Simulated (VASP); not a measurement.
# SrCo2P2 (I4/mmm) in VASP: single point with LDA

Aim: the single point of SrCo2P2 with LDA.

Everything below comes from runs of VASP 6.6.1. Logs are shortened: lines on timing, memory, paths and dates and some standing lists are left out, and cuts for length are marked.

### Step 1. The cell of the first run

The structure is tetragonal, space group I4/mmm (No. 139). The conventional cell has a = 3.679 Å, b = 3.679 Å, c = 11.794 Å, α = 90.00°, β = 90.00°, γ = 90.00°. Within 4.2 Å of Sr (site symmetry 4/mmm) lie 10 P at 3.15 to 4.12 Å and 8 Co at 3.48 Å and 4 Sr at 3.68 Å. Co (site symmetry -4m2) has 4 P at 2.18 Å and 4 Co at 2.60 Å within 2.9 Å. Within 2.9 Å of P (site symmetry 4mm) lie 4 Co at 2.18 Å.

### Step 2. Single point, LDA (15.96 Å³/atom)

INCAR reads:

```
ALGO = Normal ; EDIFF = 1E-6
ENCUT = 520 ; ISIF = 2
ISMEAR = 0 ; LASPH = T
LCHARG = T ; LELF = T
LREAL = F ; LVHAR = T
LWAVE = F ; NBANDS = 27
NELM = 60 ; PREC = Accurate
SIGMA = 0.05
```

KPOINTS reads:

```
k-points
0
Gamma
  16 16 16
```

POSCAR reads:

```
SrCo2P2
1.0
   -1.8393036116      1.8393036116      5.8968908316
    1.8393036116     -1.8393036116      5.8968908316
    1.8393036116      1.8393036116     -5.8968908316
Sr Co P
1 2 2
Direct
    0.0000000000      0.0000000000      0.0000000000
    0.7500000000      0.2500000000      0.5000000000
    0.2500000000      0.7500000000      0.5000000000
    0.3494506622      0.3494506622      0.0000000000
    0.6505493378      0.6505493378      0.0000000000
```

Potentials or basis: VASP PAW LDA potentials, release 64 (Sr_sv, Co, P).

On the command line:

```console
cat potpaw_LDA.64/Sr_sv/POTCAR potpaw_LDA.64/Co/POTCAR potpaw_LDA.64/P/POTCAR > POTCAR
mpirun -np 1 vasp_std > vasp.out
```

OUTCAR:

```text
EDIFF = 1E-6
   ENCUT = 520
   ISIF = 2
   ISMEAR = 0
   LASPH = T
   LREAL = F
   NELM = 60
   PREC = Accurate

 ion  position               nearest neighbor table
   1  0.000  0.000  0.000-   5 3.15   5 3.15   5 3.15   4 3.15   5 3.15   4 3.15   4 3.15   4 3.15
                             2 3.48   3 3.48   2 3.48   3 3.48   2 3.48   2 3.48   3 3.48   3 3.48
   2  0.750  0.250  0.500-   4 2.18   5 2.18   4 2.18   5 2.18   3 2.60   3 2.60   3 2.60   3 2.60
                             1 3.48   1 3.48   1 3.48   1 3.48
   3  0.250  0.750  0.500-   4 2.18   5 2.18   4 2.18   5 2.18   2 2.60   2 2.60   2 2.60   2 2.60
                             1 3.48   1 3.48   1 3.48   1 3.48
   4  0.349  0.349  0.000-   2 2.18   3 2.18   3 2.18   2 2.18   1 3.15   1 3.15   1 3.15   1 3.15

   5  0.651  0.651  0.000-   3 2.18   2 2.18   2 2.18   3 2.18   1 3.15   1 3.15   1 3.15   1 3.15

  LATTYP: Found a body centered tetragonal cell.
 ALAT       =     3.6786072232
 C/A-ratio  =     3.2060453720

  Lattice vectors:

 A1 = (  -1.8393036116,   1.8393036116,   5.8968908316)
 A2 = (   1.8393036116,  -1.8393036116,   5.8968908316)
 A3 = (   1.8393036116,   1.8393036116,  -5.8968908316)

Analysis of symmetry for initial positions (statically):
=====================================================================
 Subroutine PRICEL returns:
 Original cell was already a primitive cell.

 Routine SETGRP: Setting up the symmetry group for a
 body centered tetragonal supercell.

 Subroutine GETGRP returns: Found 16 space group operations
 (whereof 16 operations were pure point group operations)
 out of a pool of 16 trial point group operations.

The static configuration has the point symmetry D_4h.

Analysis of symmetry for dynamics (positions and initial velocities):
=====================================================================
 Subroutine PRICEL returns:
 Original cell was already a primitive cell.

 Routine SETGRP: Setting up the symmetry group for a
 body centered tetragonal supercell.

 Subroutine GETGRP returns: Found 16 space group operations
 (whereof 16 operations were pure point group operations)
 out of a pool of 16 trial point group operations.

The dynamic configuration has the point symmetry D_4h.

 Subroutine INISYM returns: Found 16 space group operations
 (whereof 16 operations are pure point group operations),
 and found     1 'primitive' translations

----------------------------------------------------------------------------------------

                                     Primitive cell

  volume of cell :      79.7976

  direct lattice vectors                    reciprocal lattice vectors
    -1.839303612  1.839303612  5.896890832     0.000000000  0.271842015  0.084790445
     1.839303612 -1.839303612  5.896890832     0.271842015  0.000000000  0.084790445
     1.839303612  1.839303612 -5.896890832     0.271842015  0.271842015  0.000000000

  length of vectors
     6.445106441  6.445106441  6.445106441     0.284758671  0.284758671  0.384442664

  position of ions in fractional coordinates (direct lattice)
     0.000000000  0.000000000  0.000000000
     0.750000000  0.250000000  0.500000000
     0.250000000  0.750000000  0.500000000
     0.349450662  0.349450662  0.000000000
     0.650549338  0.650549338  0.000000000

  ion indices of the primitive-cell ions
   primitive index   ion index
                 1           1
                 2           2
                 3           3
                 4           4
                 5           5

----------------------------------------------------------------------------------------

 KPOINTS: k-points

Automatic generation of k-mesh.
 Grid dimensions read from file:
 generate k-points for:   16   16   16

 Generating k-lattice:

  Cartesian coordinates                     Fractional coordinates (reciprocal lattice)
     0.000000000  0.016990126  0.005299403     0.062500000  0.000000000  0.000000000
     0.016990126  0.000000000  0.005299403     0.000000000  0.062500000  0.000000000
     0.016990126  0.016990126  0.000000000     0.000000000  0.000000000  0.062500000

  Length of vectors
     0.017797417  0.017797417  0.024027667

  Shift w.r.t. Gamma in fractional coordinates (k-lattice)
     0.000000000  0.000000000  0.000000000

 Subroutine IBZKPT returns following result:
 ===========================================

 Found    349 irreducible k-points:

 Following reciprocal coordinates:
            Coordinates               Weight
  0.000000  0.000000  0.000000      1.000000
  0.062500  0.000000 -0.000000      8.000000
  0.125000  0.000000 -0.000000      8.000000
  0.187500  0.000000  0.000000      8.000000
  0.250000  0.000000 -0.000000      8.000000
  0.312500  0.000000 -0.000000      8.000000
[... 16 lines left out ...]
 -0.125000  0.062500  0.000000     16.000000
 -0.062500  0.062500  0.000000      4.000000
 [... further k-points ...]
   k-points           NKPTS =    349   k-points in BZ     NKDIM =    349   number of bands    NBANDS=     27
   number of dos      NEDOS =    301   number of ions     NIONS =      5
   total plane-waves  NPLWV = 110592
   dimension x,y,z NGX =    48 NGY =   48 NGZ =   48
   dimension x,y,z NGXF=    96 NGYF=   96 NGZF=   96
   ions per type =               1   2   2
   NGX,Y,Z   is equivalent  to a cutoff of  12.38, 12.38, 12.38 a.u.
   NGXF,Y,Z  is equivalent  to a cutoff of  24.76, 24.76, 24.76 a.u.
 SYSTEM =  unknown system
   PREC   = accura    normal or accurate (medium, high low for compatibility)
   ISTART =      0    job   : 0-new  1-cont  2-samecut
   ICHARG =      2    charge: 1-file 2-atom 10-const
   ISPIN  =      1    spin polarized calculation?
   LNONCOLLINEAR =      F non collinear calculations
   LSORBIT =      F    spin-orbit coupling
   LASPH  =      T    aspherical Exc in radial PAW
   ENCUT  =  520.0 eV  38.22 Ry    6.18 a.u.  11.98 11.98 11.98*2*pi/ulx,y,z
   NELM   =     60;   NELMIN=  2; NELMDL= -5     # of ELM steps
   EDIFF  = 0.1E-05   stopping-criterion for ELM
   LREAL  =      F    real-space projection
   EDIFFG = 0.1E-04   stopping-criterion for IOM
   NSW    =      0    number of steps for IOM
   IBRION =     -1    ionic relax: 0-MD 1-quasi-New 2-CG
   NFREE  =      0    steps in history (QN), initial steepest desc. (CG)
   ISIF   =      2    stress and relaxation
   ISYM   =      2    0-nonsym 1-usesym 2-fastsym
   POTIM  = 0.5000    time-step for ionic-motion
   TEBEG  =    0.0;   TEEND  =   0.0 temperature during run
   PSTRESS=    0.0 pullay stress
   NELECT =      38.0000    total number of electrons
   NUPDOWN=      -1.0000    fix difference up-down
   EMIN   =  10.00;   EMAX   =-10.00  energy-range for DOS
   EFERMI =   0.00;   METHOD = LEGACY
   ISMEAR =     0;   SIGMA  =   0.05  broadening in eV -4-tet -1-fermi 0-gaus
   EFERMI_NEDOS =   21; number of points for ismear=-14 and -15
   IALGO  =     38    algorithm
   IMIX   =      4    mixing-type and parameters
     AMIX     =   0.40;   BMIX     =  1.00
     AMIX_MAG =   1.60;   BMIX_MAG =  1.00
  volume/ion in A,a.u.               =      15.96       107.70
  Fermi-wavevector in a.u.,A,eV,Ry     =   1.278418  2.415859 22.236701  1.634351
  Thomas-Fermi vector in A             =   2.410961
   LORBIT       =      0    0 simple, 1 ext, 2 COOP (PROOUT), +10 PAW based schemes
   GGA     = CA    functional components
   LHFCALC =     F    Hartree Fock is set to
   AEXX    =    0.0000 exact exchange contribution
   IVDW    =     0    specifies the selected vdW correction
   LEPSILON=     F    determine dielectric tensor
   LRPA    =     F    only Hartree local field effects (RPA)
 non-spin polarized calculation
 Gauss-broadening in eV      SIGMA  =   0.05
  energy-cutoff  :      520.00
  volume of cell :       79.80
 maximum number of plane-waves:      2168
   NGX = 23   NGY = 23   NGZ = 23

 number of electron      38.0000002 magnetization

 Free energy of the ion-electron system (eV)
  ---------------------------------------------------
  ext. energy  EPLUGINS =         0.00000000
  ---------------------------------------------------
  free energy    TOTEN  =       -35.07469129 eV

  energy without entropy =      -35.06815145  energy(sigma->0) =      -35.07142137

 E-fermi :   7.5350     XC(G=0): -11.3804

 val. band max:        7.5336975149   @ k =  -0.4375   0.2500   0.0625
 cond. band min:       7.5365642149   @ k =   0.1250   0.0625   0.0625
 fundamental gap:      0.0028667000
 Fermi energy:         7.5350187811

 k-point     1 :       0.0000    0.0000    0.0000
  band No.  band energies     occupation
      1     -27.6333      2.00000
      2      -9.8861      2.00000
      3      -9.6399      2.00000
      4      -9.6399      2.00000
      5      -5.4281      2.00000
      6      -3.0764      2.00000
[... 19 lines left out ...]
     26      12.1806      0.00000
     27      12.4608      0.00000

 k-point     2 :       0.0625    0.0000   -0.0000
  band No.  band energies     occupation
      1     -27.6318      2.00000
      2      -9.8820      2.00000
      3      -9.6642      2.00000
      4      -9.6378      2.00000
      5      -5.3850      2.00000
      6      -3.0856      2.00000
[... 19 lines left out ...]
     26      12.2699      0.00000
     27      12.4544      0.00000

 k-point     3 :       0.1250    0.0000   -0.0000
  band No.  band energies     occupation
      1     -27.6278      2.00000
      2      -9.8702      2.00000
      3      -9.7322      2.00000
      4      -9.6317      2.00000
      5      -5.2598      2.00000
      6      -3.1125      2.00000
[... 594 lines left out ...]
      1     -27.6264      2.00000
      2      -9.8646      2.00000
      3      -9.7306      2.00000
      4      -9.6543      2.00000
      5      -5.2316      2.00000
      6      -3.1009      2.00000
[... 19 lines left out ...]
     26      12.3941      0.00000
     27      12.8919      0.00000

 k-point    24 :      -0.0625    0.0625    0.0000
  band No.  band energies     occupation
      1     -27.6304      2.00000
      2      -9.8770      2.00000
      3      -9.6669      2.00000
      4      -9.6570      2.00000
      5      -5.3492      2.00000
      6      -3.0843      2.00000
[... 19 lines left out ...]
     26      12.3365      0.00000
     27      12.4643      0.00000

 [... further k-points ...]

------------------------ aborting loop because EDIFF is reached ----------------------------------------

  FORCE on cell =-STRESS in cart. coord.  units (eV):
  Direction    XX          YY          ZZ          XY          YZ          ZX
  --------------------------------------------------------------------------------------
  -------------------------------------------------------------------------------------
  Total       -1.6392489     -1.6392489     -1.7510486      0.0000000      0.0000000      0.0000000
  in kB      -32.9128558    -32.9128558    -35.1575714      0.0000000      0.0000000      0.0000000
  external PRESSURE =     -33.6610943 kB  Pullay stress =       0.0000000 kB

 VOLUME and BASIS-vectors are now :
 -----------------------------------------------------------------------------
  energy-cutoff  :      520.00
  volume of cell :       79.80
      direct lattice vectors                 reciprocal lattice vectors
    -1.839303612  1.839303612  5.896890832     0.000000000  0.271842015  0.084790445
     1.839303612 -1.839303612  5.896890832     0.271842015  0.000000000  0.084790445
     1.839303612  1.839303612 -5.896890832     0.271842015  0.271842015  0.000000000

 POSITION                                       TOTAL-FORCE (eV/Angst)
 -----------------------------------------------------------------------------------
      0.00000      0.00000      0.00000        -0.000000     -0.000000     -0.000000
      0.00000      1.83930      2.94845        -0.000000     -0.000000     -0.000000
      1.83930      0.00000      2.94845        -0.000000     -0.000000     -0.000000
      0.00000      0.00000      4.12134         0.000000      0.000000     -0.011083
      0.00000      0.00000      7.67244        -0.000000     -0.000000      0.011083
 -----------------------------------------------------------------------------------
    total drift:                                0.000000     -0.000000      0.000000

  FREE ENERGIE OF THE ION-ELECTRON SYSTEM (eV)
  ---------------------------------------------------
  free  energy   TOTEN  =       -35.0746912880 eV

  energy  without entropy=      -35.0681514457  energy(sigma->0) =      -35.07142137
```

It took 24 min on 1 thread of Intel Xeon Platinum 8488C (Sapphire Rapids), shared host; peak memory 0.82 GiB.

What came out:

```yaml
Free_energy: -35.0747 eV
Pressure: -3.4 GPa
Largest_force: 0.011 eV/Å
Band_gap_on_the_k_mesh: zero (bands 19 and 20 overlap by 1.97 eV)
```

Forces in eV/Å, atoms in the order of the input:
```
Sr   0.000  0.000  0.000
Co   0.000  0.000  0.000
Co   0.000  0.000  0.000
P    0.000  0.000 -0.011
P    0.000  0.000  0.011
```

Caveat: the cell stands under tension; the run has no spin polarisation, though such a crystal can be magnetic.
